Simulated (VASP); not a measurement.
# Cd3AgS4 (Pm-3m) in VASP: further runs, part 2 of 2

VASP 6.6.1. Earlier steps stand in the parts before.

## 3. Single point, PBE

This run uses another cell than the first one, of 20.26 Å³/atom, 1.059 times its volume.

INCAR reads:

```
SYSTEM = Cd3AgS4
PREC = Accurate
ENCUT = 520
EDIFF = 1E-6
ISMEAR = 0
SIGMA = 0.1
LREAL = .FALSE.
LASPH = .TRUE.
NELM = 80
ALGO = Normal
ISIF = 2
LWAVE = .FALSE.
LCHARG = .FALSE.
GGA = PE
NBANDS = 46
```

KPOINTS reads:

```
regular mesh
0
G
  4 4 4
  0 0 0
```

POSCAR reads:

```
Cd3AgS4
1.0
    5.4525114077      0.0000000000      0.0000000000
    0.0000000000      5.4525114077      0.0000000000
    0.0000000000      0.0000000000      5.4525114077
Cd Ag S
3 1 4
Direct
    0.5000000000      0.5000000000      0.0000000000
    0.5000000000      0.0000000000      0.5000000000
    0.0000000000      0.5000000000      0.5000000000
    0.0000000000      0.0000000000      0.0000000000
    0.5000000000      0.5000000000      0.5000000000
    0.0000000000      0.0000000000      0.5000000000
    0.0000000000      0.5000000000      0.0000000000
    0.5000000000      0.0000000000      0.0000000000
```

Potentials or basis: VASP PAW PBE potentials, release 64 (Cd, Ag, S).

Run with:

```console
$ cat potpaw_PBE.64/Cd/POTCAR potpaw_PBE.64/Ag/POTCAR potpaw_PBE.64/S/POTCAR > POTCAR
$ mpirun -np 1 vasp_std > vasp.out
```

Wall time 43 s (1 thread of Intel Xeon 6975P-C (Granite Rapids), shared host); peak memory 0.29 GiB.

It converged, with:

```yaml
Free_energy: -24.1696 eV
Pressure: 0.1 GPa
```

Levels at points of the mesh, in eV from the Fermi level:
| k point | band 32 | band 33 | band 34 | band 35 | band 36 | band 37 | band 38 | band 39 |
| --- | --- | --- | --- | --- | --- | --- | --- | --- |
| (0.00, 0.00, 0.00) | -2.11 | -2.11 | -0.82 | -0.82 | -0.82 | 0.19 | 0.19 | 0.69 |
| (0.50, 0.00, 0.00) | -1.40 | -1.39 | -1.39 | -1.39 | -1.39 | 3.06 | 3.17 | 3.35 |
| (0.50, 0.50, 0.00) | -2.01 | -0.26 | -0.24 | -0.24 | 0.80 | 4.41 | 4.60 | 4.60 |
| (0.50, 0.50, 0.50) | -0.03 | -0.03 | -0.03 | 0.91 | 0.91 | 3.47 | 3.65 | 3.65 |

## 4. Single point, PBE

This run uses another cell than the first one, of 20.19 Å³/atom, 1.056 times its volume.

INCAR reads:

```
SYSTEM = Cd3AgS4
ALGO = Normal
EDIFF = 1E-6
ENCUT = 520
GGA = PE
ISIF = 2
ISMEAR = 0
LASPH = .TRUE.
LCHARG = .FALSE.
LREAL = .FALSE.
LWAVE = .FALSE.
NBANDS = 46
NELM = 80
PREC = Accurate
SIGMA = 0.2
```

KPOINTS reads:

```
k-points
0
G
  4 4 4
  0 0 0
```

POSCAR reads:

```
Cd3AgS4
1.0
    5.4462848480      0.0000000000      0.0000000000
    0.0000000000      5.4462848480      0.0000000000
    0.0000000000      0.0000000000      5.4462848480
Cd Ag S
3 1 4
Direct
    0.5000000000      0.5000000000      1.0000000000
    0.5000000000      0.0000000000      0.5000000000
    0.0000000000      0.5000000000      0.5000000000
    1.0000000000      0.0000000000      0.0000000000
    0.5000000000      0.5000000000      0.5000000000
    0.0000000000      0.0000000000      0.5000000000
    1.0000000000      0.5000000000      0.0000000000
    0.5000000000      1.0000000000      0.0000000000
```

Run with:

```console
$ cat potpaw_PBE.64/Cd/POTCAR potpaw_PBE.64/Ag/POTCAR potpaw_PBE.64/S/POTCAR > POTCAR
$ mpirun -np 1 vasp_std > vasp.out
```

Wall time 39 s (1 thread of Intel Xeon 6975P-C (Granite Rapids), shared host); peak memory 0.28 GiB.

The run converged. Its results:

```yaml
Free_energy: -24.1972 eV
Pressure: 0.4 GPa
```

Levels at points of the mesh, in eV from the Fermi level:
```
           k point  band 33  band 34  band 35  band 36  band 37  band 38
(0.00, 0.00, 0.00)    -2.17    -0.87    -0.87    -0.87     0.15     0.15
(0.50, 0.00, 0.00)    -1.45    -1.43    -1.43    -1.41     3.03     3.13
(0.50, 0.50, 0.00)    -0.30    -0.29    -0.29     0.79     4.36     4.57
(0.50, 0.50, 0.50)    -0.08    -0.08     0.91     0.91     3.42     3.60
```

## 5. Relaxation of cell and atoms, PBE

This run uses another cell than the first one, of 20.26 Å³/atom, 1.059 times its volume.

INCAR reads:

```
SYSTEM = Cd3AgS4
ALGO = Normal ; EDIFF = 1E-7
EDIFFG = -0.01 ; ENCUT = 600
GGA = PE ; IBRION = 2
ISIF = 3 ; ISMEAR = 0
LASPH = .True. ; LCHARG = .False.
LREAL = .False. ; LWAVE = .False.
NELM = 100 ; NSW = 100
PREC = Accurate ; SIGMA = 0.1
```

KPOINTS reads:

```
k-points
0
Gamma
  8 8 8
  0 0 0
```

POSCAR reads:

```
Cd3AgS4
1.0
    5.4525114077      0.0000000000      0.0000000000
    0.0000000000      5.4525114077      0.0000000000
    0.0000000000      0.0000000000      5.4525114077
Cd Ag S
3 1 4
Direct
    0.5000000000      0.5000000000      0.0000000000
    0.5000000000      0.0000000000      0.5000000000
    0.0000000000      0.5000000000      0.5000000000
    0.0000000000      0.0000000000      0.0000000000
    0.5000000000      0.5000000000      0.5000000000
    0.0000000000      0.0000000000      0.5000000000
    0.0000000000      0.5000000000      0.0000000000
    0.5000000000      0.0000000000      0.0000000000
```

Run with:

```console
$ cat potpaw_PBE.64/Cd/POTCAR potpaw_PBE.64/Ag/POTCAR potpaw_PBE.64/S/POTCAR > POTCAR
$ mpirun -np 1 vasp_std > vasp.out
```

It took 2.2 min on 1 thread of Intel Xeon 6975P-C (Granite Rapids), shared host; peak memory 0.47 GiB.

It converged, with:

```yaml
Free_energy: -24.2566 eV
Pressure_after_relaxing: 0.0 GPa
```

Final structure:
```
Cd Ag S
1.0
     5.45251    0.00000    0.00000
     0.00000    5.45251    0.00000
     0.00000    0.00000    5.45251
Cd Ag S
3 1 4
Direct
  0.50000 0.50000 0.00000
  0.50000 0.00000 0.50000
  0.00000 0.50000 0.50000
  0.00000 0.00000 0.00000
  0.50000 0.50000 0.50000
  0.00000 0.00000 0.50000
  0.00000 0.50000 0.00000
  0.50000 0.00000 0.00000
```

Levels at points of the mesh, in eV from the Fermi level:
```csv
k point,band 32,band 33,band 34,band 35,band 36,band 37,band 38,band 39,band 40,band 41
"(0.00, 0.00, 0.00)",-2.15,-2.15,-0.87,-0.87,-0.87,0.15,0.15,0.65,1.90,6.23
"(0.50, 0.00, 0.00)",-1.45,-1.45,-1.45,-1.44,-1.44,3.02,3.13,3.30,4.50,6.54
"(0.50, 0.50, 0.00)",-2.06,-0.31,-0.28,-0.28,0.74,4.37,4.56,4.56,4.70,5.39
"(0.50, 0.50, 0.50)",-0.06,-0.06,-0.06,0.86,0.86,3.43,3.60,3.60,3.60,5.80
```

Caveat: the relaxation stopped at its first step, so nothing moved.

## 6. Summary

| task | cell | k mesh | cutoff (eV) | smearing | gap on the mesh (eV) | pressure (GPa) |
| --- | --- | --- | --- | --- | --- | --- |
| single point | a = 5.349 Å, 8 atoms | 4 × 4 × 4 | 520 | gaussian 0.1 eV | none | 5.0 |
| single point | a = 5.453 Å, 8 atoms | 4 × 4 × 4 | 520 | gaussian 0.1 eV | none | 0.1 |
| single point | a = 5.446 Å, 8 atoms | 4 × 4 × 4 | 520 | gaussian 0.2 eV | none | 0.4 |
| relaxation of cell and atoms | relaxed from a = 5.453 Å, 8 atoms | 8 × 8 × 8 | 600 | gaussian 0.1 eV | none | 0.0 |

Alike in all rows: level PBE; potentials or basis VASP PAW PBE potentials, release 64 (Cd, Ag, S); no spin polarisation.

Caveats: the relaxation stopped at its first step, so nothing moved (some runs).

Total energies depend on the potentials used, so only differences within one code and one set of settings carry meaning.
